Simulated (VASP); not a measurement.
# SrO (I4/mmm) in VASP: further runs, part 2 of 2

VASP 6.6.1.

## (3) Single point, PBE (strain -0.040 along x and y, -0.080 along z)

INCAR

```
ALGO     = Normal         # electronic algorithm
EDIFF    = 1E-6           # SCF threshold, eV
ENCUT    = 520            # plane-wave cutoff, eV
GGA      = PE             # functional
ISIF     = 2              # what is computed and relaxed
ISMEAR   = 0              # smearing method
LASPH    = T              # aspherical terms in the spheres
LCHARG   = T              # write CHGCAR
LELF     = T              # ELF
LREAL    = F              # projectors in reciprocal space
LVHAR    = T            
LWAVE    = F              # write WAVECAR
NBANDS   = 15             # bands
NELM     = 60             # most SCF steps
PREC     = Accurate       # precision mode
SIGMA    = 0.05           # smearing width, eV
```

KPOINTS

```
k-points
0
Gamma
  8 8 8
```

POSCAR

```
SrO
1.0
    0.0000000000      2.4934960882      2.3896004178
    2.4934960882      0.0000000000      2.3896004178
    2.4934960882      2.4934960882      0.0000000000
Sr O
1 1
Direct
    0.0000000000      0.0000000000      0.0000000000
    0.5000000000      0.5000000000      0.5000000000
```

Potentials or basis: VASP PAW PBE potentials, release 64 (Sr_sv, O).

Started as:

```console
$ cat potpaw_PBE.64/Sr_sv/POTCAR potpaw_PBE.64/O/POTCAR > POTCAR
$ mpirun -np 1 vasp_std > vasp.out
```

OUTCAR:

```text
EDIFF = 1E-6
   ENCUT = 520
   GGA = PE
   ISIF = 2
   ISMEAR = 0
   LASPH = T
   LREAL = F
   NELM = 60
   PREC = Accurate

 ion  position               nearest neighbor table
   1  0.000  0.000  0.000-   2 2.39   2 2.39   2 2.49   2 2.49   2 2.49   2 2.49
   2  0.500  0.500  0.500-   1 2.39   1 2.39   1 2.49   1 2.49   1 2.49   1 2.49

  LATTYP: Found a body centered tetragonal cell.
 ALAT       =     3.5263359857
 C/A-ratio  =     1.3552879972

  Lattice vectors:

 A1 = (   0.0000000000,  -2.4934960882,  -2.3896004178)
 A2 = (   0.0000000000,   2.4934960882,  -2.3896004178)
 A3 = (   2.4934960882,   0.0000000000,   2.3896004178)

Analysis of symmetry for initial positions (statically):
=====================================================================
 Subroutine PRICEL returns:
 Original cell was already a primitive cell.

 Routine SETGRP: Setting up the symmetry group for a
 body centered tetragonal supercell.

 Subroutine GETGRP returns: Found 16 space group operations
 (whereof 16 operations were pure point group operations)
 out of a pool of 16 trial point group operations.

The static configuration has the point symmetry D_4h.

Analysis of symmetry for dynamics (positions and initial velocities):
=====================================================================
 Subroutine PRICEL returns:
 Original cell was already a primitive cell.

 Routine SETGRP: Setting up the symmetry group for a
 body centered tetragonal supercell.

 Subroutine GETGRP returns: Found 16 space group operations
 (whereof 16 operations were pure point group operations)
 out of a pool of 16 trial point group operations.

The dynamic configuration has the point symmetry D_4h.

 Subroutine INISYM returns: Found 16 space group operations
 (whereof 16 operations are pure point group operations),
 and found     1 'primitive' translations

----------------------------------------------------------------------------------------

[... 116 lines left out ...]
   LORBIT       =      0    0 simple, 1 ext, 2 COOP (PROOUT), +10 PAW based schemes
   GGA     = PE    functional components
   LHFCALC =     F    Hartree Fock is set to
   AEXX    =    0.0000 exact exchange contribution
   IVDW    =     0    specifies the selected vdW correction
   LEPSILON=     F    determine dielectric tensor
   LRPA    =     F    only Hartree local field effects (RPA)
 non-spin polarized calculation
 Gauss-broadening in eV      SIGMA  =   0.05
  energy-cutoff  :      520.00
  volume of cell :       29.71
 maximum number of plane-waves:       829
 NGX is ok and might be reduce to    28
   NGX = 13   NGY = 13   NGZ = 13

 number of electron      16.0000004 magnetization

 Free energy of the ion-electron system (eV)
  ---------------------------------------------------
  ext. energy  EPLUGINS =         0.00000000
  ---------------------------------------------------
  free energy    TOTEN  =       -11.70359589 eV

  energy without entropy =      -11.70359589  energy(sigma->0) =      -11.70359589

 E-fermi :   2.8790     XC(G=0): -10.6764

 val. band max:        2.5917561394   @ k =   0.5000   0.0000   0.5000
 cond. band min:       5.3814366569   @ k =   0.5000   0.5000   0.0000
 fundamental gap:      2.7896805175
 Fermi energy:         2.8790482430

 k-point     1 :       0.0000    0.0000    0.0000
  band No.  band energies     occupation
      1     -29.6119      2.00000
      2     -12.9029      2.00000
      3     -11.0758      2.00000
      4     -11.0657      2.00000
      5     -11.0657      2.00000
      6       2.2771      2.00000
      7       2.2771      2.00000
      8       2.5346      2.00000
      9       7.3120      0.00000
     10       8.7268      0.00000
     11       8.7268      0.00000
     12       9.0905      0.00000
     13      11.0017      0.00000
     14      11.7546      0.00000
[... 401 lines left out ...]
      2     -14.2788      2.00000
      3     -11.2804      2.00000
      4     -11.2403      2.00000
      5     -10.1824      2.00000
      6       0.5370      2.00000
      7       1.3277      2.00000
      8       1.5820      2.00000
      9       8.2920      0.00000
     10      10.4028      0.00000
     11      11.5930      0.00000
     12      11.7970      0.00000
     13      13.9299      0.00000
     14      14.3755      0.00000
     15      19.6671      0.00000

 [... further k-points ...]
[... 5 lines left out ...]
  --------------------------------------------------------------------------------------
  -------------------------------------------------------------------------------------
  Total        3.2869069      3.2869069      5.6270316      0.0000000      0.0000000      0.0000000
  in kB      177.2251396    177.2251396    303.4011850      0.0000000      0.0000000      0.0000000
  external PRESSURE =     219.2838214 kB  Pullay stress =       0.0000000 kB

 VOLUME and BASIS-vectors are now :
 -----------------------------------------------------------------------------
  energy-cutoff  :      520.00
  volume of cell :       29.71
      direct lattice vectors                 reciprocal lattice vectors
     0.000000000  2.493496088  2.389600418    -0.200521670  0.200521670  0.209240004
     2.493496088  0.000000000  2.389600418     0.200521670 -0.200521670  0.209240004
     2.493496088  2.493496088  0.000000000     0.200521670  0.200521670 -0.209240004

 POSITION                                       TOTAL-FORCE (eV/Angst)
 -----------------------------------------------------------------------------------
      0.00000      0.00000      0.00000         0.000000     -0.000000      0.000000
      2.49350      2.49350      2.38960        -0.000000      0.000000      0.000000
 -----------------------------------------------------------------------------------
    total drift:                                0.000000      0.000000      0.000000

  FREE ENERGIE OF THE ION-ELECTRON SYSTEM (eV)
  ---------------------------------------------------
  free  energy   TOTEN  =       -11.7035958944 eV

  energy  without entropy=      -11.7035958944  energy(sigma->0) =      -11.70359589
```

stdout:

```text
POSCAR found type information on POSCAR SrO
 POSCAR found :  2 types and       2 ions
 scaLAPACK will be used
 LDA part: xc-table for (Slater+PW92), standard interpolation
 POSCAR, INCAR and KPOINTS ok, starting setup
 FFT: planning ... GRIDC
 FFT: planning ... GRID_SOFT
 FFT: planning ... GRID
 WAVECAR not read
 entering main loop
```

It took 23 s on 1 thread of Intel Xeon 6975P-C, shared host; peak memory 0.17 GiB.

What came out:

```
Free energy            : -11.7036 eV
Pressure               : 21.9 GPa
Band gap on the k mesh : 2.79 eV, indirect (least direct gap 2.91 eV)
```

Stress tensor (GPa, compression positive):
```
17.72  0.00  0.00
 0.00 17.72  0.00
 0.00  0.00 30.34
```

Levels at points of the mesh, in eV from the valence-band top:
```tsv
k point	band 5	band 6	band 7	band 8	band 9	band 10	band 11	band 12
(0.00, 0.00, 0.00)	-13.66	-0.31	-0.31	-0.06	4.72	6.14	6.14	6.50
(0.50, 0.00, 0.00)	-12.33	-2.68	-1.68	-1.68	6.90	9.33	9.39	9.44
(0.50, 0.50, 0.00)	-14.28	-0.28	-0.28	-0.12	2.79	8.69	10.83	11.48
(0.50, 0.00, 0.50)	-14.12	-0.48	-0.32	0.00	2.97	8.59	10.91	11.35
```

Caveat: the cell differs from its parent crystal (strain -0.040 along x and y, -0.080 along z). A k mesh can miss the band edges.

## (4) Single point, PBE (strain -0.080 along x and y, +0.040 along z)

INCAR

```
ALGO = Normal
EDIFF = 1E-6
ENCUT = 520
GGA = PE
ISIF = 2
ISMEAR = 0
LASPH = T
LCHARG = T
LELF = T
LREAL = F
LVHAR = T
LWAVE = F
NBANDS = 15
NELM = 80
PREC = Accurate
SIGMA = 0.05
```

KPOINTS is that of step 3.

POSCAR

```
SrO
1.0
    0.0000000000      2.3896004178      2.7012874288
    2.3896004178      0.0000000000      2.7012874288
    2.3896004178      2.3896004178      0.0000000000
Sr O
1 1
Direct
    0.0000000000      0.0000000000      0.0000000000
    0.5000000000      0.5000000000      0.5000000000
```

Started as:

```console
$ cat potpaw_PBE.64/Sr_sv/POTCAR potpaw_PBE.64/O/POTCAR > POTCAR
$ mpirun -np 1 vasp_std > vasp.out
```

It took 30 s on 1 thread of Intel Xeon 6975P-C, shared host; peak memory 0.17 GiB.

The run converged. Its results:

```
Free energy            : -11.6595 eV
Pressure               : 19.4 GPa
Band gap on the k mesh : 2.82 eV, direct
```

Stress tensor (GPa, compression positive):
```
27.86  0.00  0.00
 0.00 27.86  0.00
 0.00  0.00  2.44
```

Levels at points of the mesh, in eV from the valence-band top:
```tsv
k point	band 6	band 7	band 8	band 9	band 10	band 11
(0.00, 0.00, 0.00)	-0.61	-0.10	-0.10	3.89	5.49	6.56
(0.50, 0.00, 0.00)	-2.68	-1.73	-1.72	6.61	8.81	9.18
(0.50, 0.50, 0.00)	-1.04	-0.11	-0.11	3.19	8.42	10.55
(0.50, 0.00, 0.50)	-0.69	-0.18	0.00	2.82	8.02	10.56
```

Caveat: the cell differs from its parent crystal (strain -0.080 along x and y, +0.040 along z).

## (5) Single point, PBE (strain -0.080 along x and y, +0.080 along z)

INCAR

```
PREC = Accurate ; ENCUT = 520
EDIFF = 1E-6 ; ISMEAR = 0
SIGMA = 0.05 ; LREAL = False
LASPH = True ; NELM = 100
ALGO = Normal ; ISIF = 2
LWAVE = False ; LCHARG = True
GGA = PE ; LELF = True
LVHAR = True ; NBANDS = 15
```

KPOINTS

```
Automatic mesh
0
Gamma
  8 8 8
```

POSCAR

```
SrO
1.0
    0.0000000000      2.3896004178      2.8051830992
    2.3896004178      0.0000000000      2.8051830992
    2.3896004178      2.3896004178      0.0000000000
Sr O
1 1
Direct
    0.0000000000      0.0000000000      0.0000000000
    0.5000000000      0.5000000000      0.5000000000
```

Started as:

```console
$ cat potpaw_PBE.64/Sr_sv/POTCAR potpaw_PBE.64/O/POTCAR > POTCAR
$ mpirun -np 1 vasp_std > vasp.out
```

It took 27 s on 1 thread of Intel Xeon 6975P-C, shared host; peak memory 0.17 GiB.

The run converged. Its results:

```yaml
Free_energy: -11.6610 eV
Pressure: 16.2 GPa
Band_gap_on_the_k_mesh: 2.86 eV, direct
```

Stress tensor (GPa, compression positive):
```
25.27  0.00  0.00
 0.00 25.27  0.00
 0.00  0.00 -1.91
```

Levels at points of the mesh, in eV from the valence-band top:
```
           k point  band 5  band 6  band 7  band 8  band 9  band 10  band 11  band 12
(0.00, 0.00, 0.00)  -13.96   -0.65   -0.09   -0.09    3.38     5.27     6.63     6.63
(0.50, 0.00, 0.00)  -12.44   -2.63   -1.71   -1.70    6.38     8.38     9.02     9.18
(0.50, 0.50, 0.00)  -14.22   -1.21   -0.12   -0.12    3.29     8.21     9.94    10.52
(0.50, 0.00, 0.50)  -14.42   -0.78   -0.19    0.00    2.86     7.63     9.93    10.53
```

Caveat: the cell differs from its parent crystal (strain -0.080 along x and y, +0.080 along z).

## (6) Single point, PBE (strain +0.000 along x and y, -0.080 along z)

INCAR

```
SYSTEM = SrO
PREC = Accurate
ENCUT = 520
EDIFF = 1E-6
ISMEAR = 0
SIGMA = 0.05
LREAL = .FALSE.
LASPH = .TRUE.
NELM = 80
ALGO = Normal
ISIF = 2
LWAVE = .FALSE.
LCHARG = .TRUE.
GGA = PE
LELF = .TRUE.
LVHAR = .TRUE.
NBANDS = 15
```

KPOINTS

```
Automatic mesh
0
G
  8 8 8
  0 0 0
```

POSCAR

```
SrO
1.0
    0.0000000000      2.5973917585      2.3896004178
    2.5973917585      0.0000000000      2.3896004178
    2.5973917585      2.5973917585      0.0000000000
Sr O
1 1
Direct
    0.0000000000      0.0000000000      0.0000000000
    0.5000000000      0.5000000000      0.5000000000
```

Potentials or basis: VASP PAW PBE potentials, release 64 (Sr_sv, O).

Started as:

```console
$ cat potpaw_PBE.64/Sr_sv/POTCAR potpaw_PBE.64/O/POTCAR > POTCAR
$ mpirun -np 1 vasp_std > vasp.out
```

It took 28 s on 1 thread of Intel Xeon 6975P-C, shared host; peak memory 0.18 GiB.

Results (log left out):

* Free energy: -11.8757 eV
* Pressure: 11.1 GPa
* Band gap on the k mesh: 2.72 eV, indirect (least direct gap 2.90 eV)

Stress tensor (GPa, compression positive):
```
 5.02  0.00  0.00
 0.00  5.02  0.00
 0.00  0.00 23.35
```

Levels at points of the mesh, in eV from the valence-band top:
| k point | band 5 | band 6 | band 7 | band 8 | band 9 | band 10 | band 11 | band 12 |
| --- | --- | --- | --- | --- | --- | --- | --- | --- |
| (0.00, 0.00, 0.00) | -14.07 | -0.42 | -0.42 | 0.00 | 3.88 | 5.86 | 5.86 | 6.50 |
| (0.50, 0.00, 0.00) | -12.69 | -2.58 | -1.59 | -1.57 | 6.46 | 8.53 | 8.84 | 8.99 |
| (0.50, 0.50, 0.00) | -14.61 | -0.47 | -0.47 | -0.18 | 2.72 | 8.03 | 10.23 | 10.72 |
| (0.50, 0.00, 0.50) | -14.37 | -0.81 | -0.50 | 0.00 | 3.08 | 7.75 | 10.39 | 10.42 |

Caveat: the cell differs from its parent crystal (strain +0.000 along x and y, -0.080 along z). A k mesh can miss the band edges.

## (7) Summary

| cell | gap on the mesh (eV) | pressure (GPa) |
| --- | --- | --- |
| a = 3.529, b = 3.529, c = 3.379 Å, angles 61.4, 61.4, 57.2°, 2 atoms | 2.80 | 23.8 |
| a = 3.454, b = 3.454, c = 3.526 Å, angles 59.3, 59.3, 61.4°, 2 atoms | 2.79 | 21.9 |
| a = 3.607, b = 3.607, c = 3.379 Å, angles 62.1, 62.1, 55.9°, 2 atoms | 2.82 | 19.4 |
| a = 3.685, b = 3.685, c = 3.379 Å, angles 62.7, 62.7, 54.6°, 2 atoms | 2.86 | 16.2 |
| a = 3.529, b = 3.529, c = 3.673 Å, angles 58.6, 58.6, 62.7°, 2 atoms | 2.72 | 11.1 |

Alike in all rows: task single point; level PBE; potentials or basis VASP PAW PBE potentials, release 64 (Sr_sv, O); no spin polarisation; k mesh 8 × 8 × 8; cutoff (eV) 520; smearing gaussian 0.05 eV.

Absolute energies hang on the potentials; compare differences alone.
